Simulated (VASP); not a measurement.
## Si8O17 (a cell with a defect): single point with PBE

System: Si8O17 (a cell with a defect).

```xyz
25
Lattice="-4.1797 -4.1797 0.0000 4.1797 -4.1797 0.0000 0.0000 0.0000 5.3338" Properties=species:S:1:pos:R:3 pbc="T T T"
Si   -0.0367   -4.2439    0.0894
Si    2.0947   -2.1540    1.3659
Si    0.0250   -4.1931    2.6341
Si    2.0925   -2.1365    4.0340
Si   -0.0394   -0.0261    0.0171
Si   -2.1307   -2.1197    1.3587
Si   -0.0279   -0.0610    2.6745
Si   -2.2091   -2.0318    4.0184
O     1.2356   -2.9588    0.0221
O     0.8220   -0.8392    1.3294
O    -1.2108   -5.6719    0.0889
O     3.3206   -3.4576    1.3746
O     1.3205   -2.9307    2.6687
O     0.7522   -0.8905    4.0206
O    -1.2794   -5.4557    2.7006
O     3.3395   -3.4258    4.0006
O    -3.1306   -2.7888    0.0945
O     0.8096   -4.9915    1.3723
O    -1.3357   -1.3195    0.0044
O    -0.8188   -3.3664    1.3727
O    -2.9370   -2.9233    2.7078
O     0.7446   -4.9605    4.0222
O    -1.3810   -1.2249    2.6469
O    -0.5999   -3.0220    3.7077
O    -1.4443   -3.8184    4.5308
```

```json
{
 "Program": "VASP 6.6.1",
 "Task": "single point",
 "Functional": "PBE",
 "Potentials or basis": "VASP PAW PBE potentials, release 64 (Si, O)",
 "Cutoff": "520 eV",
 "k mesh": "2 × 2 × 3",
 "Occupations": "fermi-dirac, width 0.05 eV",
 "Spin": "collinear spin, zero start",
 "Starting moments": "[0.0, 0.0, 0.0, 0.0, 0.0, 0.0, 0.0, 0.0, 0.0, 0.0, 0.0, 0.0, 0.0, 0.0, 0.0, 0.0, 0.0, 0.0, 0.0, 0.0, 0.0, 0.0, 0.0, 0.0, 0.0] μB",
 "Dipole correction": "no",
 "Further INCAR settings": "LREAL = Auto; ALGO = Normal; EDIFF = 1e-07; NBANDS = 89"
}
```

The pressure is 25.2 GPa and the largest force is 1.354 eV/Å. The band gap on the k mesh is 4.80 eV. The net moment is 0.00 μB per cell and the valence electrons inside the program's atomic spheres are Si 1.50, 1.54, 1.45, 1.47, 1.48, 1.44 (each value once); O 5.23, 5.22, 5.28, 5.26, 5.24, 5.30, 5.27, 5.16, 5.13 (each value once).

Forces on the atoms (eV/Å):
```
Si  -0.123 -0.237  0.152
Si  -0.092 -0.090  0.018
Si  -0.050  0.061  0.004
Si  -0.071 -0.013  0.069
Si   0.030  0.068  0.088
Si   0.051 -0.156 -0.085
Si  -0.097 -0.009  0.142
Si  -0.137 -0.087  0.203
O   -0.160 -0.110 -0.003
O   -0.135 -0.075  0.184
O   -0.296  0.010  0.158
O    0.052  0.045 -0.005
O   -0.014 -0.075 -0.002
O    0.227  0.249  0.135
O    0.088 -0.092  0.023
O   -0.100  0.009  0.113
O    0.205  0.056 -0.291
O    0.010 -0.148 -0.041
O    0.005 -0.032  0.059
O   -0.170 -0.176  0.012
O   -0.030  0.011  0.127
O   -0.310  0.192  0.004
O   -0.175  0.179  0.069
O    0.404  0.872 -0.953
O    0.889 -0.454 -0.178
```

Stress tensor (GPa, compression positive):
```
19.95 -3.38 -4.06
-3.38 24.73 -5.58
-4.06 -5.58 31.06
```

Levels at points of the mesh, in eV from the valence-band top:
Spin up:
| k point | band 64 | band 65 | band 66 | band 67 | band 68 | band 69 | band 70 | band 71 |
| --- | --- | --- | --- | --- | --- | --- | --- | --- |
| (0.00, 0.00, 0.00) | -1.03 | -0.81 | -0.36 | -0.20 | 4.92 | 5.39 | 6.57 | 6.81 |
| (0.50, 0.00, 0.00) | -1.12 | -1.03 | -0.48 | -0.22 | 4.85 | 6.16 | 6.68 | 7.50 |
| (0.00, 0.50, 0.00) | -1.33 | -1.25 | -0.92 | 0.00 | 5.01 | 6.65 | 6.71 | 7.33 |
| (0.50, 0.50, 0.00) | -1.27 | -0.98 | -0.67 | -0.39 | 4.91 | 7.06 | 7.51 | 7.65 |
Spin down:
```
           k point  band 65  band 66  band 67  band 68  band 69  band 70
(0.00, 0.00, 0.00)    -0.81    -0.36    -0.20     4.92     5.39     6.57
(0.50, 0.00, 0.00)    -1.03    -0.48    -0.22     4.85     6.16     6.68
(0.00, 0.50, 0.00)    -1.25    -0.92     0.00     5.01     6.65     6.71
(0.50, 0.50, 0.00)    -0.98    -0.67    -0.39     4.91     7.06     7.51
```

Wall time 8.6 min on 1 thread of AMD EPYC 7R13, with other jobs on the host, peak memory 0.44 GiB.

Caveat: the k points lie up to 0.53 Å⁻¹ apart.
